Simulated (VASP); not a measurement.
# WC (Fm-3m) in VASP: further runs

The runs below take WC through single point, with LDA, PBEsol.

All numbers are computed with VASP 6.6.1; they aren't measurements. Logs are shortened: lines on timing, memory, paths and dates and some standing lists are left out, and cuts for length are marked.

## Step 1: The cell of the first run

Symmetry: Fm-3m, No. 225, cubic system. Conventional cell: a = 4.296 Å, b = 4.296 Å, c = 4.296 Å, α = 90.00°, β = 90.00°, γ = 90.00°. W (site symmetry m-3m) has 6 C at 2.15 Å within 2.8 Å. Within 2.8 Å of C (site symmetry m-3m) lie 6 W at 2.15 Å.

## Step 2: Single point, LDA

INCAR reads:

```
SYSTEM = WC
ALGO = Normal
EDIFF = 1E-7
ENCUT = 520
ISIF = 2
ISMEAR = -1
LASPH = .TRUE.
LCHARG = .TRUE.
LELF = .TRUE.
LREAL = .FALSE.
LVHAR = .TRUE.
LWAVE = .FALSE.
NBANDS = 16
NELM = 100
PREC = Accurate
SIGMA = 0.05
```

KPOINTS reads:

```
k-points
0
G
  10 10 10
  0 0 0
```

POSCAR reads:

```
WC
1.0
    0.0000000000      2.1479227872      2.1479227872
    2.1479227872      0.0000000000      2.1479227872
    2.1479227872      2.1479227872      0.0000000000
W C
1 1
Direct
    0.0000000000      0.0000000000      0.0000000000
    0.5000000000      0.5000000000      0.5000000000
```

Potentials or basis: VASP PAW LDA potentials, release 64 (W_sv, C).

Started as:

```
cat potpaw_LDA.64/W_sv/POTCAR potpaw_LDA.64/C/POTCAR > POTCAR
mpirun -np 1 vasp_std > vasp.out
```

OUTCAR:

```text
SYSTEM = WC
   EDIFF = 1E-7
   ENCUT = 520
   ISIF = 2
   ISMEAR = -1
   LASPH = .TRUE.
   LREAL = .FALSE.
   NELM = 100
   PREC = Accurate

 ion  position               nearest neighbor table
   1  0.000  0.000  0.000-   2 2.15   2 2.15   2 2.15   2 2.15   2 2.15   2 2.15
   2  0.500  0.500  0.500-   1 2.15   1 2.15   1 2.15   1 2.15   1 2.15   1 2.15

  LATTYP: Found a face centered cubic cell.
 ALAT       =     4.2958455744

  Lattice vectors:

 A1 = (   0.0000000000,   2.1479227872,   2.1479227872)
 A2 = (   2.1479227872,   0.0000000000,   2.1479227872)
 A3 = (   2.1479227872,   2.1479227872,   0.0000000000)

Analysis of symmetry for initial positions (statically):
=====================================================================
 Subroutine PRICEL returns:
 Original cell was already a primitive cell.

 Routine SETGRP: Setting up the symmetry group for a
 face centered cubic supercell.

 Subroutine GETGRP returns: Found 48 space group operations
 (whereof 48 operations were pure point group operations)
 out of a pool of 48 trial point group operations.

The static configuration has the point symmetry O_h .

Analysis of symmetry for dynamics (positions and initial velocities):
=====================================================================
 Subroutine PRICEL returns:
 Original cell was already a primitive cell.

 Routine SETGRP: Setting up the symmetry group for a
 face centered cubic supercell.

 Subroutine GETGRP returns: Found 48 space group operations
 (whereof 48 operations were pure point group operations)
 out of a pool of 48 trial point group operations.

The dynamic configuration has the point symmetry O_h .

 Subroutine INISYM returns: Found 48 space group operations
 (whereof 48 operations are pure point group operations),
 and found     1 'primitive' translations

----------------------------------------------------------------------------------------

                                     Primitive cell

  volume of cell :      19.8192

  direct lattice vectors                    reciprocal lattice vectors
     0.000000000  2.147922787  2.147922787    -0.232783042  0.232783042  0.232783042
     2.147922787  0.000000000  2.147922787     0.232783042 -0.232783042  0.232783042
     2.147922787  2.147922787  0.000000000     0.232783042  0.232783042 -0.232783042

  length of vectors
     3.037621537  3.037621537  3.037621537     0.403192056  0.403192056  0.403192056

  position of ions in fractional coordinates (direct lattice)
     0.000000000  0.000000000  0.000000000
     0.500000000  0.500000000  0.500000000

  ion indices of the primitive-cell ions
   primitive index   ion index
                 1           1
                 2           2

----------------------------------------------------------------------------------------

 KPOINTS: k-points

Automatic generation of k-mesh.
 Grid dimensions read from file:
 generate k-points for:   10   10   10

 Generating k-lattice:

  Cartesian coordinates                     Fractional coordinates (reciprocal lattice)
    -0.023278304  0.023278304  0.023278304     0.100000000  0.000000000  0.000000000
     0.023278304 -0.023278304  0.023278304     0.000000000  0.100000000  0.000000000
     0.023278304  0.023278304 -0.023278304     0.000000000  0.000000000  0.100000000

  Length of vectors
     0.040319206  0.040319206  0.040319206

  Shift w.r.t. Gamma in fractional coordinates (k-lattice)
     0.000000000  0.000000000  0.000000000

 Subroutine IBZKPT returns following result:
 ===========================================

 Found     47 irreducible k-points:

 Following reciprocal coordinates:
            Coordinates               Weight
  0.000000  0.000000  0.000000      1.000000
  0.100000  0.000000  0.000000      8.000000
  0.200000  0.000000  0.000000      8.000000
  0.300000  0.000000  0.000000      8.000000
  0.400000  0.000000  0.000000      8.000000
  0.500000  0.000000  0.000000      4.000000
[... 16 lines left out ...]
  0.300000  0.300000  0.000000      6.000000
  0.400000  0.300000  0.000000     24.000000
 [... further k-points ...]
   k-points           NKPTS =     47   k-points in BZ     NKDIM =     47   number of bands    NBANDS=     16
   number of dos      NEDOS =    301   number of ions     NIONS =      2
   total plane-waves  NPLWV =  13824
   dimension x,y,z NGX =    24 NGY =   24 NGZ =   24
   dimension x,y,z NGXF=    48 NGYF=   48 NGZF=   48
   ions per type =               1   1
   NGX,Y,Z   is equivalent  to a cutoff of  13.13, 13.13, 13.13 a.u.
   NGXF,Y,Z  is equivalent  to a cutoff of  26.27, 26.27, 26.27 a.u.
 SYSTEM =  WC
   PREC   = accura    normal or accurate (medium, high low for compatibility)
   ISTART =      0    job   : 0-new  1-cont  2-samecut
   ICHARG =      2    charge: 1-file 2-atom 10-const
   ISPIN  =      1    spin polarized calculation?
   LNONCOLLINEAR =      F non collinear calculations
   LSORBIT =      F    spin-orbit coupling
   LASPH  =      T    aspherical Exc in radial PAW
   ENCUT  =  520.0 eV  38.22 Ry    6.18 a.u.   5.65  5.65  5.65*2*pi/ulx,y,z
   NELM   =    100;   NELMIN=  2; NELMDL= -5     # of ELM steps
   EDIFF  = 0.1E-06   stopping-criterion for ELM
   LREAL  =      F    real-space projection
   EDIFFG = 0.1E-05   stopping-criterion for IOM
   NSW    =      0    number of steps for IOM
   IBRION =     -1    ionic relax: 0-MD 1-quasi-New 2-CG
   NFREE  =      0    steps in history (QN), initial steepest desc. (CG)
   ISIF   =      2    stress and relaxation
   ISYM   =      2    0-nonsym 1-usesym 2-fastsym
   POTIM  = 0.5000    time-step for ionic-motion
   TEBEG  =    0.0;   TEEND  =   0.0 temperature during run
   PSTRESS=    0.0 pullay stress
   NELECT =      18.0000    total number of electrons
   NUPDOWN=      -1.0000    fix difference up-down
   EMIN   =  10.00;   EMAX   =-10.00  energy-range for DOS
   EFERMI =   0.00;   METHOD = LEGACY
   ISMEAR =    -1;   SIGMA  =   0.05  broadening in eV -4-tet -1-fermi 0-gaus
   EFERMI_NEDOS =   21; number of points for ismear=-14 and -15
   IALGO  =     38    algorithm
   IMIX   =      4    mixing-type and parameters
     AMIX     =   0.40;   BMIX     =  1.00
     AMIX_MAG =   1.60;   BMIX_MAG =  1.00
  volume/ion in A,a.u.               =       9.91        66.87
  Fermi-wavevector in a.u.,A,eV,Ry     =   1.585393  2.995959 34.197859  2.513472
  Thomas-Fermi vector in A             =   2.684865
   LORBIT       =      0    0 simple, 1 ext, 2 COOP (PROOUT), +10 PAW based schemes
   GGA     = CA    functional components
   LHFCALC =     F    Hartree Fock is set to
   AEXX    =    0.0000 exact exchange contribution
   IVDW    =     0    specifies the selected vdW correction
   LEPSILON=     F    determine dielectric tensor
   LRPA    =     F    only Hartree local field effects (RPA)
 non-spin polarized calculation
  energy-cutoff  :      520.00
  volume of cell :       19.82
 maximum number of plane-waves:       548
   NGX = 11   NGY = 11   NGZ = 11

 number of electron      17.9999999 magnetization

 Free energy of the ion-electron system (eV)
  ---------------------------------------------------
  ext. energy  EPLUGINS =         0.00000000
  ---------------------------------------------------
  free energy    TOTEN  =       -23.81106761 eV

  energy without entropy =      -23.80513441  energy(sigma->0) =      -23.80810101

 E-fermi :  13.3104     XC(G=0): -14.2368

 val. band max:       13.2182133847   @ k =   0.3000   0.2000   0.1000
 cond. band min:      13.3193382079   @ k =  -0.1000   0.1000   0.0000
 fundamental gap:      0.1011248233
 Fermi energy:        13.3104270111

 k-point     1 :       0.0000    0.0000    0.0000
  band No.  band energies     occupation
      1     -61.6583      2.00000
      2     -25.9030      2.00000
      3     -25.9030      2.00000
      4     -25.9030      2.00000
      5      -2.8951      2.00000
      6      10.2659      2.00000
[... 8 lines left out ...]
     15      22.9176      0.00000
     16      37.7844      0.00000

 k-point     2 :       0.1000    0.0000    0.0000
  band No.  band energies     occupation
      1     -61.6534      2.00000
      2     -25.9789      2.00000
      3     -25.9109      2.00000
      4     -25.9109      2.00000
      5      -2.5892      2.00000
      6       9.3373      2.00000
[... 8 lines left out ...]
     15      23.6256      0.00000
     16      35.0069      0.00000

 k-point     3 :       0.2000    0.0000    0.0000
  band No.  band energies     occupation
      1     -61.6404      2.00000
      2     -26.1734      2.00000
      3     -25.9314      2.00000
      4     -25.9314      2.00000
      5      -1.7308      2.00000
      6       7.6583      2.00000
[... 8 lines left out ...]
     15      25.2569      0.00000
     16      31.8837      0.00000

 k-point     4 :       0.3000    0.0000    0.0000
  band No.  band energies     occupation
      1     -61.6243      2.00000
      2     -26.4059      2.00000
      3     -25.9567      2.00000
      4     -25.9567      2.00000
      5      -0.4743      2.00000
      6       5.9093      2.00000
[... 8 lines left out ...]
     15      26.4515      0.00000
     16      29.4606      0.00000

 k-point     5 :       0.4000    0.0000    0.0000
  band No.  band energies     occupation
      1     -61.6113      2.00000
      2     -26.5881      2.00000
      3     -25.9770      2.00000
      4     -25.9770      2.00000
      5       0.9854      2.00000
      6       4.2506      2.00000
[... 8 lines left out ...]
     15      26.7057      0.00000
     16      26.7057      0.00000

 k-point     6 :       0.5000    0.0000    0.0000
  band No.  band energies     occupation
      1     -61.6063      2.00000
      2     -26.6564      2.00000
      3     -25.9847      2.00000
      4     -25.9847      2.00000
      5       2.2125      2.00000
      6       2.9794      2.00000
[... 8 lines left out ...]
     15      25.4641      0.00000
     16      25.4641      0.00000

 k-point     7 :       0.1000    0.1000    0.0000
  band No.  band energies     occupation
      1     -61.6517      2.00000
      2     -25.9736      2.00000
      3     -25.9288      2.00000
      4     -25.9288      2.00000
      5      -2.4951      2.00000
      6       8.9822      2.00000
[... 8 lines left out ...]
     15      23.8616      0.00000
     16      34.8640      0.00000

 k-point     8 :       0.2000    0.1000    0.0000
  band No.  band energies     occupation
      1     -61.6414      2.00000
      2     -26.1181      2.00000
      3     -25.9574      2.00000
      4     -25.9429      2.00000
      5      -1.8473      2.00000
      6       7.4870      2.00000
[... 8 lines left out ...]
     15      25.2311      0.00000
     16      31.7388      0.00000

 k-point     9 :       0.3000    0.1000    0.0000
  band No.  band energies     occupation
      1     -61.6264      2.00000
      2     -26.3315      2.00000
      3     -25.9857      2.00000
      4     -25.9678      2.00000
      5      -0.7758      2.00000
      6       6.0698      2.00000
[... 8 lines left out ...]
     15      26.4209      0.00000
     16      29.5376      0.00000
[... 172 lines left out ...]
 k-point    19 :       0.5000    0.2000    0.0000
  band No.  band energies     occupation
      1     -61.6003      2.00000
      2     -26.5497      2.00000
      3     -26.1367      2.00000
      4     -26.0495      2.00000
      5       0.8852      2.00000
      6       4.5378      2.00000
[... 8 lines left out ...]
     15      25.2057      0.00000
     16      27.7782      0.00000

 k-point    20 :      -0.4000    0.2000    0.0000
  band No.  band energies     occupation
      1     -61.5992      2.00000
      2     -26.5536      2.00000
      3     -26.1769      2.00000
      4     -26.0239      2.00000
      5       1.2974      2.00000
      6       4.1076      2.00000
[... 8 lines left out ...]
     15      26.1446      0.00000
     16      27.0230      0.00000

 k-point    21 :      -0.3000    0.2000    0.0000
  band No.  band energies     occupation
      1     -61.6063      2.00000
      2     -26.4761      2.00000
      3     -26.1734      2.00000
      4     -25.9856      2.00000
      5       0.8142      2.00000
      6       4.5265      2.00000
[... 8 lines left out ...]
     15      26.2697      0.00000
     16      27.1739      0.00000

 k-point    22 :      -0.2000    0.2000    0.0000
  band No.  band energies     occupation
      1     -61.6187      2.00000
      2     -26.3643      2.00000
      3     -26.1072      2.00000
      4     -25.9490      2.00000
      5      -0.1921      2.00000
      6       5.5912      2.00000
[... 8 lines left out ...]
     15      26.5660      0.00000
     16      27.3942      0.00000

 k-point    23 :       0.3000    0.3000    0.0000
  band No.  band energies     occupation
      1     -61.6130      2.00000
      2     -26.3605      2.00000
      3     -26.0785      2.00000
      4     -26.0785      2.00000
      5      -0.6265      2.00000
      6       5.7473      2.00000
[... 8 lines left out ...]
     15      26.5809      0.00000
     16      29.3255      0.00000

 k-point    24 :       0.4000    0.3000    0.0000
  band No.  band energies     occupation
      1     -61.6026      2.00000
      2     -26.4576      2.00000
      3     -26.1299      2.00000
      4     -26.1068      2.00000
      5      -0.3303      2.00000
      6       5.9402      2.00000
[... 8 lines left out ...]
     15      25.5107      0.00000
     16      29.3816      0.00000

 [... further k-points ...]
[... 5 lines left out ...]
  --------------------------------------------------------------------------------------
  -------------------------------------------------------------------------------------
  Total        1.2680200      1.2680200      1.2680200      0.0000000      0.0000000      0.0000000
  in kB      102.5063345    102.5063345    102.5063345      0.0000000      0.0000000      0.0000000
  external PRESSURE =     102.5063345 kB  Pullay stress =       0.0000000 kB

 VOLUME and BASIS-vectors are now :
 -----------------------------------------------------------------------------
  energy-cutoff  :      520.00
  volume of cell :       19.82
      direct lattice vectors                 reciprocal lattice vectors
     0.000000000  2.147922787  2.147922787    -0.232783042  0.232783042  0.232783042
     2.147922787  0.000000000  2.147922787     0.232783042 -0.232783042  0.232783042
     2.147922787  2.147922787  0.000000000     0.232783042  0.232783042 -0.232783042

 POSITION                                       TOTAL-FORCE (eV/Angst)
 -----------------------------------------------------------------------------------
      0.00000      0.00000      0.00000        -0.000000      0.000000     -0.000000
      2.14792      2.14792      2.14792         0.000000     -0.000000      0.000000
 -----------------------------------------------------------------------------------
    total drift:                                0.000000     -0.000000     -0.000000

  FREE ENERGIE OF THE ION-ELECTRON SYSTEM (eV)
  ---------------------------------------------------
  free  energy   TOTEN  =       -23.8110676079 eV

  energy  without entropy=      -23.8051344107  energy(sigma->0) =      -23.80810101
```

It took 11 s on 1 thread of AMD EPYC 9R45 (Zen 5), shared host; peak memory 0.11 GiB.

What came out:

| Property | Result |
| --- | --- |
| Free energy | -23.8111 eV |
| Pressure | 10.3 GPa |
| Band gap on the k mesh | zero (band 9 reaches 14.42 eV, above the bottom of band 10 at 10.94 eV) |

Caveat: spin-orbit coupling is left out, which moves the levels of the heavy elements.

## Step 3: Single point, LDA

This run uses another cell than the first one, of 10.12 Å³/atom, 1.021 times its volume.

INCAR reads:

```
SYSTEM = WC
  PREC = Accurate
  ENCUT = 520
  EDIFF = 1E-7
  ISMEAR = -1
  SIGMA = 0.05
  LREAL = .False.
  LASPH = .True.
  NELM = 60
  ALGO = Normal
  ISIF = 2
  LWAVE = .False.
  LCHARG = .False.
  GGA = CA
  NBANDS = 16
```

KPOINTS reads:

```
Automatic mesh
0
Gamma
  10 10 10
  0 0 0
```

POSCAR reads:

```
WC
1.0
    0.0000000000      2.1630495024      2.1630495024
    2.1630495024      0.0000000000      2.1630495024
    2.1630495024      2.1630495024      0.0000000000
W C
1 1
Direct
    0.0000000000      0.0000000000      0.0000000000
    0.5000000000      0.5000000000      0.5000000000
```

Potentials or basis: VASP PAW LDA potentials, release 64 (W_sv, C).

Started as:

```
cat potpaw_LDA.64/W_sv/POTCAR potpaw_LDA.64/C/POTCAR > POTCAR
mpirun -np 1 vasp_std > vasp.out
```

Wall time 10 s (1 thread of AMD EPYC 9R45 (Zen 5), shared host); peak memory 0.1 GiB.

It converged, with:

```
Free energy            : -23.8263 eV
Pressure               : 1.2 GPa
Band gap on the k mesh : zero (band 9 reaches 14.03 eV, above the bottom of band 10 at 10.67 eV)
```

Levels at points of the mesh, in eV from the Fermi level:
```csv
k point,band 6,band 7,band 8,band 9,band 10,band 11,band 12,band 13
"(0.00, 0.00, 0.00)",-2.96,-2.96,-2.96,-1.15,-1.15,-1.15,-1.06,-1.06
"(0.50, 0.00, 0.00)",-10.14,-6.90,-6.90,1.06,1.06,2.44,5.05,9.15
"(0.50, 0.50, 0.00)",-6.13,-5.62,-2.55,-2.55,0.87,2.37,2.37,5.82
```

Caveat: spin-orbit coupling is left out, which moves the levels of the heavy elements.

## Step 4: Single point, PBEsol

INCAR reads:

```
SYSTEM = WC
ALGO = Normal
EDIFF = 1E-6
ENCUT = 520
GGA = PS
ISIF = 2
ISMEAR = -1
LASPH = .TRUE.
LCHARG = .FALSE.
LREAL = .FALSE.
LWAVE = .FALSE.
NBANDS = 16
NELM = 80
PREC = Accurate
SIGMA = 0.05
```

KPOINTS reads:

```
k-points
0
G
  10 10 10
  0 0 0
```

POSCAR reads:

```
WC
1.0
    0.0000000000      2.1479227872      2.1479227872
    2.1479227872      0.0000000000      2.1479227872
    2.1479227872      2.1479227872      0.0000000000
W C
1 1
Direct
    0.0000000000      0.0000000000      0.0000000000
    0.5000000000      0.5000000000      0.5000000000
```

Potentials or basis: VASP PAW PBE potentials, release 64 (W_sv, C).

Started as:

```
cat potpaw_PBE.64/W_sv/POTCAR potpaw_PBE.64/C/POTCAR > POTCAR
mpirun -np 1 vasp_std > vasp.out
```

It took 11 s on 1 thread of AMD EPYC 9R45 (Zen 5), shared host; peak memory 0.12 GiB.

It converged, with:

```
Free energy            : -22.9796 eV
Pressure               : 15.6 GPa
Band gap on the k mesh : zero (band 9 reaches 14.40 eV, above the bottom of band 10 at 10.90 eV)
```

Levels at points of the mesh, in eV from the Fermi level:
| k point | band 6 | band 7 | band 8 | band 9 | band 10 | band 11 | band 12 | band 13 |
| --- | --- | --- | --- | --- | --- | --- | --- | --- |
| (0.00, 0.00, 0.00) | -3.06 | -3.06 | -3.06 | -1.21 | -1.21 | -1.21 | -1.09 | -1.09 |
| (0.50, 0.00, 0.00) | -10.42 | -7.09 | -7.09 | 1.13 | 1.13 | 2.54 | 4.93 | 9.46 |
| (0.50, 0.50, 0.00) | -6.34 | -5.79 | -2.64 | -2.64 | 0.92 | 2.49 | 2.49 | 5.99 |

Caveat: the PAW data sets were made with another functional, which shifts forces and pressure a little; spin-orbit coupling is left out, which moves the levels of the heavy elements.

## Step 5: Overview

| level | potentials or basis | cell | gap on the mesh (eV) | pressure (GPa) |
| --- | --- | --- | --- | --- |
| LDA | VASP PAW LDA potentials, release 64 (W_sv, C) | a = 3.038 Å, angles 60.0°, 2 atoms | none | 10.3 |
| LDA | VASP PAW LDA potentials, release 64 (W_sv, C) | a = 3.059 Å, angles 60.0°, 2 atoms | none | 1.2 |
| PBEsol | VASP PAW PBE potentials, release 64 (W_sv, C) | a = 3.038 Å, angles 60.0°, 2 atoms | none | 15.6 |

Alike in all rows: task single point; no spin polarisation; k mesh 10 × 10 × 10; cutoff (eV) 520; smearing fermi-dirac 0.05 eV.

Caveats: spin-orbit coupling is left out, which moves the levels of the heavy elements; the PAW data sets were made with another functional, which shifts forces and pressure a little (some runs).

Absolute energies hang on the potentials; compare differences alone.
